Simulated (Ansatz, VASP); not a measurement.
## Two plane-wave programs on AlN

The input INCAR:

```
PREC = Accurate
ENCUT = 600
EDIFF = 1E-6
ISMEAR = 1
SIGMA = 0.05
LREAL = False
LASPH = True
NELM = 120
ALGO = Normal
ISIF = 2
LWAVE = False
LCHARG = True
GGA = PS
LELF = True
LVHAR = True
NBANDS = 11
GGA_COMPAT = False
```

The input KPOINTS:

```
Automatic mesh
0
Gamma
  6 6 6
```

POSCAR

```
AlN
1.0
    2.5854596279      0.0000000000      0.0000000000
    0.0000000000      2.5854596279      0.0000000000
    0.0000000000      0.0000000000      2.5854596279
Al N
1 1
Direct
    0.0000000000      0.0000000000      0.0000000000
    0.5000000000      0.5000000000      0.5000000000
```

Input for Ansatz:

```yaml
crystal:
  lattice:
    - [2.5854596279, 0.0, 0.0]
    - [0.0, 2.5854596279, 0.0]
    - [0.0, 0.0, 2.5854596279]
  atoms:
    - { symbol: Al, position: [0.0, 0.0, 0.0] }
    - { symbol: "N", position: [0.5, 0.5, 0.5] }
kpoints:
  mp_grid: { grid: [6, 6, 6] }
hamiltonian:
  xc: pbesol
scf:
  occupations: { method: methfessel_paxton, width: 0.05 }
  n_extra_bands: 4
output:
  forces: true
  stress: true
  eigenvalues: true
```

Alike in both runs: task single point; functional PBEsol; k mesh 6 × 6 × 6; occupations methfessel-paxton of order 1, width 0.05 eV; no spin polarisation.

|  | VASP | Ansatz |
| --- | --- | --- |
| version | VASP 6.6.1 | Ansatz 0.2.0 |
| potentials or method | VASP PAW PBE potentials, release 64 (Al, N) | plane waves |
| plane-wave cutoff (eV) | 600 | 420 |
| valence electrons in the cell | 8 | 8 |

|  | VASP | Ansatz | Ansatz less VASP |
| --- | --- | --- | --- |
| pressure (GPa) | 0.9 | 1.0 | +0.15 |

VASP's potentials were made for PBE, not for PBEsol.

The k mesh is coarse, so the values compare programs but aren't converged.
